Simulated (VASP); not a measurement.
# Li (a cell with a defect) in VASP: a series of runs

Runs on Li (a cell with a defect). Level: PBE. Tasks: single point.

All numbers are computed with VASP 6.6.1; they aren't measurements. Logs are shortened: lines on timing, memory, paths and dates and some standing lists are left out, and cuts for length are marked.

## (1) The cell of the first run

The cell holds a defect, 17 atoms: a = 6.980 Å, b = 6.980 Å, c = 6.980 Å, α = 90.00°, β = 90.00°, γ = 90.00°.

## (2) Single point, PBE

Contents of INCAR:

```
SYSTEM = Li
ALGO = Normal
EDIFF = 1E-6
ENCUT = 520
GGA = PE
ISIF = 2
ISMEAR = 0
LASPH = .TRUE.
LCHARG = .FALSE.
LREAL = Auto
LWAVE = .FALSE.
NBANDS = 40
NELM = 80
PREC = Accurate
SIGMA = 0.1
```

Contents of KPOINTS:

```
k-points
0
G
  3 3 3
  0 0 0
```

Contents of POSCAR:

```
Li
1.0
    6.9800000000      0.0000000000      0.0000000000
    0.0000000000      6.9800000000      0.0000000000
    0.0000000000      0.0000000000      6.9800000000
Li
17
Direct
    0.0000699535     -0.0267203061      0.0373381720
    0.5005890150      0.0051213235      0.0240887086
   -0.0547721982      0.5269723511     -0.0521844039
   -0.0128268909     -0.0111305155      0.5003079404
    0.2356199878      0.2476079265      0.2556545419
    0.5076518678      0.4859725972     -0.0141272320
    0.5544529696      0.1057289994      0.5398682359
    0.7730404415      0.2770267106      0.2456686566
   -0.0051126751      0.5090300304      0.5244281084
    0.1919007316      0.6345486128      0.1849281996
    0.2299433738      0.2416575775      0.7726200146
    0.4900694376      0.4980851848      0.5240166581
    0.7329031925      0.7414116358      0.2633018146
    0.7883052085      0.2252797659      0.7942427619
    0.2536823330      0.7715674314      0.7698621220
    0.7134837085      0.7795580501      0.7385821141
    0.3515914437      0.8643699246      0.3880891869
```

Potentials or basis: VASP PAW PBE potentials, release 64 (Li_sv).

The run is started by

```sh
$ cat potpaw_PBE.64/Li_sv/POTCAR > POTCAR
$ mpirun -np 1 vasp_std > vasp.out
```

OUTCAR:

```text
SYSTEM = Li
   EDIFF = 1E-6
   ENCUT = 520
   GGA = PE
   ISIF = 2
   ISMEAR = 0
   LASPH = .TRUE.
   LREAL = Auto
   NELM = 80
   PREC = Accurate

 ion  position               nearest neighbor table
   1  0.000  0.973  0.037-
   2  0.501  0.005  0.024-
   3  0.945  0.527  0.948-  10 2.50
   4  0.987  0.989  0.500-
   5  0.236  0.248  0.256-
   6  0.508  0.486  0.986-
   7  0.554  0.106  0.540-  17 2.44  14 2.55
   8  0.773  0.277  0.246-
   9  0.995  0.509  0.524-
  10  0.192  0.635  0.185-  17 2.41   3 2.50
  11  0.230  0.242  0.773-
  12  0.490  0.498  0.524-
  13  0.733  0.741  0.263-
  14  0.788  0.225  0.794-   7 2.55
  15  0.254  0.772  0.770-
  16  0.713  0.780  0.739-
  17  0.352  0.864  0.388-  10 2.41   7 2.44

  LATTYP: Found a simple cubic cell.
 ALAT       =     6.9800000000

  Lattice vectors:

 A1 = (   6.9800000000,   0.0000000000,   0.0000000000)
 A2 = (   0.0000000000,   6.9800000000,   0.0000000000)
 A3 = (   0.0000000000,   0.0000000000,   6.9800000000)

Analysis of symmetry for initial positions (statically):
=====================================================================
 Subroutine PRICEL returns:
 Original cell was already a primitive cell.

 Routine SETGRP: Setting up the symmetry group for a
 simple cubic supercell.

 Subroutine GETGRP returns: Found  1 space group operations
 (whereof  1 operations were pure point group operations)
 out of a pool of 48 trial point group operations.

The static configuration has the point symmetry C_1 .

Analysis of symmetry for dynamics (positions and initial velocities):
=====================================================================
 Subroutine PRICEL returns:
 Original cell was already a primitive cell.

 Routine SETGRP: Setting up the symmetry group for a
 simple cubic supercell.

 Subroutine GETGRP returns: Found  1 space group operations
 (whereof  1 operations were pure point group operations)
 out of a pool of 48 trial point group operations.

The dynamic configuration has the point symmetry C_1 .

 Subroutine INISYM returns: Found  1 space group operations
 (whereof  1 operations are pure point group operations),
 and found     1 'primitive' translations

----------------------------------------------------------------------------------------

                                     Primitive cell

  volume of cell :     340.0684

  direct lattice vectors                    reciprocal lattice vectors
     6.980000000  0.000000000  0.000000000     0.143266476  0.000000000  0.000000000
     0.000000000  6.980000000  0.000000000     0.000000000  0.143266476  0.000000000
     0.000000000  0.000000000  6.980000000     0.000000000  0.000000000  0.143266476

  length of vectors
     6.980000000  6.980000000  6.980000000     0.143266476  0.143266476  0.143266476

  position of ions in fractional coordinates (direct lattice)
     0.000069954  0.973279694  0.037338172
     0.500589015  0.005121323  0.024088709
     0.945227802  0.526972351  0.947815596
     0.987173109  0.988869485  0.500307940
     0.235619988  0.247607927  0.255654542
     0.507651868  0.485972597  0.985872768
[... 9 lines left out ...]
     0.713483709  0.779558050  0.738582114
     0.351591444  0.864369925  0.388089187

  ion indices of the primitive-cell ions
   primitive index   ion index
                 1           1
                 2           2
                 3           3
                 4           4
                 5           5
                 6           6
[... 9 lines left out ...]
                16          16
                17          17

----------------------------------------------------------------------------------------

 KPOINTS: k-points

Automatic generation of k-mesh.
 Grid dimensions read from file:
 generate k-points for:    3    3    3

 Generating k-lattice:

  Cartesian coordinates                     Fractional coordinates (reciprocal lattice)
     0.047755492  0.000000000  0.000000000     0.333333333  0.000000000  0.000000000
     0.000000000  0.047755492  0.000000000     0.000000000  0.333333333  0.000000000
     0.000000000  0.000000000  0.047755492     0.000000000  0.000000000  0.333333333

  Length of vectors
     0.047755492  0.047755492  0.047755492

  Shift w.r.t. Gamma in fractional coordinates (k-lattice)
     0.000000000  0.000000000  0.000000000

 Subroutine IBZKPT returns following result:
 ===========================================

 Found     14 irreducible k-points:

 Following reciprocal coordinates:
            Coordinates               Weight
  0.000000  0.000000  0.000000      1.000000
  0.333333  0.000000  0.000000      2.000000
  0.000000  0.333333  0.000000      2.000000
  0.000000  0.000000  0.333333      2.000000
  0.333333  0.333333  0.000000      2.000000
  0.000000  0.333333  0.333333      2.000000
  0.333333  0.000000  0.333333      2.000000
 -0.333333  0.333333  0.000000      2.000000
 -0.333333  0.000000  0.333333      2.000000
  0.000000 -0.333333  0.333333      2.000000
  0.333333  0.333333  0.333333      2.000000
 -0.333333  0.333333  0.333333      2.000000
 -0.333333 -0.333333  0.333333      2.000000
  0.333333 -0.333333  0.333333      2.000000
   k-points           NKPTS =     14   k-points in BZ     NKDIM =     14   number of bands    NBANDS=     40
   number of dos      NEDOS =    301   number of ions     NIONS =     17
   total plane-waves  NPLWV = 157464
   dimension x,y,z NGX =    54 NGY =   54 NGZ =   54
   dimension x,y,z NGXF=   108 NGYF=  108 NGZF=  108
   ions per type =              17
   NGX,Y,Z   is equivalent  to a cutoff of  12.86, 12.86, 12.86 a.u.
   NGXF,Y,Z  is equivalent  to a cutoff of  25.72, 25.72, 25.72 a.u.
 SYSTEM =  Li
   PREC   = accura    normal or accurate (medium, high low for compatibility)
   ISTART =      0    job   : 0-new  1-cont  2-samecut
   ICHARG =      2    charge: 1-file 2-atom 10-const
   ISPIN  =      1    spin polarized calculation?
   LNONCOLLINEAR =      F non collinear calculations
   LSORBIT =      F    spin-orbit coupling
   LASPH  =      T    aspherical Exc in radial PAW
   ENCUT  =  520.0 eV  38.22 Ry    6.18 a.u.  12.98 12.98 12.98*2*pi/ulx,y,z
   NELM   =     80;   NELMIN=  2; NELMDL= -5     # of ELM steps
   EDIFF  = 0.1E-05   stopping-criterion for ELM
   LREAL  =      T    real-space projection
   EDIFFG = 0.1E-04   stopping-criterion for IOM
   NSW    =      0    number of steps for IOM
   IBRION =     -1    ionic relax: 0-MD 1-quasi-New 2-CG
   NFREE  =      0    steps in history (QN), initial steepest desc. (CG)
   ISIF   =      2    stress and relaxation
   ISYM   =      2    0-nonsym 1-usesym 2-fastsym
   POTIM  = 0.5000    time-step for ionic-motion
   TEBEG  =    0.0;   TEEND  =   0.0 temperature during run
   PSTRESS=    0.0 pullay stress
   NELECT =      51.0000    total number of electrons
   NUPDOWN=      -1.0000    fix difference up-down
   EMIN   =  10.00;   EMAX   =-10.00  energy-range for DOS
   EFERMI =   0.00;   METHOD = LEGACY
   ISMEAR =     0;   SIGMA  =   0.10  broadening in eV -4-tet -1-fermi 0-gaus
   EFERMI_NEDOS =   21; number of points for ismear=-14 and -15
   IALGO  =     38    algorithm
   IMIX   =      4    mixing-type and parameters
     AMIX     =   0.40;   BMIX     =  1.00
     AMIX_MAG =   1.60;   BMIX_MAG =  1.00
  volume/ion in A,a.u.               =      20.00       134.99
  Fermi-wavevector in a.u.,A,eV,Ry     =   0.869780  1.643646 10.293044  0.756517
  Thomas-Fermi vector in A             =   1.988651
   LORBIT       =      0    0 simple, 1 ext, 2 COOP (PROOUT), +10 PAW based schemes
   GGA     = PE    functional components
   LHFCALC =     F    Hartree Fock is set to
   AEXX    =    0.0000 exact exchange contribution
   IVDW    =     0    specifies the selected vdW correction
   LEPSILON=     F    determine dielectric tensor
   LRPA    =     F    only Hartree local field effects (RPA)
 non-spin polarized calculation
 Gauss-broadening in eV      SIGMA  =   0.10
  energy-cutoff  :      520.00
  volume of cell :      340.07
 maximum number of plane-waves:      9180
 NGX is ok and might be reduce to    54
   NGX = 25   NGY = 25   NGZ = 25

 number of electron      50.9999997 magnetization

 Free energy of the ion-electron system (eV)
  ---------------------------------------------------
  ext. energy  EPLUGINS =         0.00000000
  ---------------------------------------------------
  free energy    TOTEN  =       -31.77335921 eV

  energy without entropy =      -31.74537250  energy(sigma->0) =      -31.75936586

 E-fermi :   0.6002     XC(G=0):  -7.0717

 val. band max:        0.5871728231   @ k =  -0.3333   0.0000   0.3333
 cond. band min:       0.6431598471   @ k =   0.0000   0.0000   0.0000
 fundamental gap:      0.0559870240
 Fermi energy:         0.6002072470

 k-point     1 :       0.0000    0.0000    0.0000
  band No.  band energies     occupation
      1     -46.0011      2.00000
      2     -45.9696      2.00000
      3     -45.9445      2.00000
      4     -45.9313      2.00000
      5     -45.9149      2.00000
      6     -45.9104      2.00000
[... 29 lines left out ...]
     36       3.6539      0.00000
     37       3.7323      0.00000

 k-point     2 :       0.3333    0.0000    0.0000
  band No.  band energies     occupation
      1     -46.0010      2.00000
      2     -45.9697      2.00000
      3     -45.9442      2.00000
      4     -45.9314      2.00000
      5     -45.9150      2.00000
      6     -45.9103      2.00000
[... 29 lines left out ...]
     36       3.7414      0.00000
     37       3.7515      0.00000
[... 438 lines left out ...]
     36       3.5395      0.00000
     37       3.9595      0.00000

 k-point    14 :       0.3333   -0.3333    0.3333
  band No.  band energies     occupation
      1     -46.0007      2.00000
      2     -45.9699      2.00000
      3     -45.9445      2.00000
      4     -45.9314      2.00000
      5     -45.9147      2.00000
      6     -45.9109      2.00000
[... 29 lines left out ...]
     36       3.7041      0.00000
     37       3.8199      0.00000
 [bands above 37 left out]

------------------------ aborting loop because EDIFF is reached ----------------------------------------

  FORCE on cell =-STRESS in cart. coord.  units (eV):
  Direction    XX          YY          ZZ          XY          YZ          ZX
  --------------------------------------------------------------------------------------
  -------------------------------------------------------------------------------------
  Total        0.0425223      0.9829611      0.1494796      0.4831849      0.4872360      0.4304433
  in kB        0.2003370      4.6310625      0.7042490      2.2764475      2.2955336      2.0279640
  external PRESSURE =       1.8452162 kB  Pullay stress =       0.0000000 kB

 VOLUME and BASIS-vectors are now :
 -----------------------------------------------------------------------------
  energy-cutoff  :      520.00
  volume of cell :      340.07
      direct lattice vectors                 reciprocal lattice vectors
     6.980000000  0.000000000  0.000000000     0.143266476  0.000000000  0.000000000
     0.000000000  6.980000000  0.000000000     0.000000000  0.143266476  0.000000000
     0.000000000  0.000000000  6.980000000     0.000000000  0.000000000  0.143266476

 POSITION                                       TOTAL-FORCE (eV/Angst)
 -----------------------------------------------------------------------------------
      0.00049      6.79349      0.26062         0.000944      0.000655      0.006747
      3.49411      0.03575      0.16814        -0.000957     -0.004757      0.006466
      6.59769      3.67827      6.61575         0.000496     -0.001932     -0.001540
      6.89047      6.90231      3.49215        -0.002508     -0.000028      0.001878
      1.64463      1.72830      1.78447        -0.004519     -0.000287      0.001375
      3.54341      3.39209      6.88139        -0.001067     -0.011178      0.004421
[... 9 lines left out ...]
      4.98012      5.44132      5.15530        -0.004320      0.004169      0.002616
      2.45411      6.03330      2.70886         0.007281      0.003671      0.006458
 -----------------------------------------------------------------------------------
    total drift:                                0.012139      0.002562     -0.004628

  FREE ENERGIE OF THE ION-ELECTRON SYSTEM (eV)
  ---------------------------------------------------
  free  energy   TOTEN  =       -31.7733592098 eV

  energy  without entropy=      -31.7453725018  energy(sigma->0) =      -31.75936586
```

Wall time 3.5 min (1 thread of Intel Xeon Platinum 8375C at 2.90GHz (Ice Lake), shared host); peak memory 0.4 GiB.

What came out:

```yaml
Free_energy: -31.7734 eV
Largest_force: 0.021 eV/Å
Band_gap_on_the_k_mesh: zero (an odd number of electrons rules out a gap without spin polarisation)
```

Forces on the atoms (eV/Å):
```
Li   0.001  0.001  0.007
Li  -0.001 -0.005  0.006
Li   0.000 -0.002 -0.002
Li  -0.003  0.000  0.002
Li  -0.005  0.000  0.001
Li  -0.001 -0.011  0.004
Li   0.007  0.007  0.006
Li   0.000  0.000  0.000
Li   0.003 -0.002 -0.004
Li  -0.007 -0.014 -0.013
Li   0.001 -0.004 -0.005
Li   0.004  0.001 -0.009
Li   0.001  0.007  0.002
Li  -0.009  0.009 -0.003
Li   0.004  0.006 -0.003
Li  -0.004  0.004  0.003
Li   0.007  0.004  0.006
```

Caveat: the cutoff is under 1.25 times the usual one of these potentials, so pressure, stress and relaxed cells hold a basis-set (Pulay) error.

[end of part 1 of 2]

The gap in the log of VASP goes by the Fermi energy; the results here count the filled bands.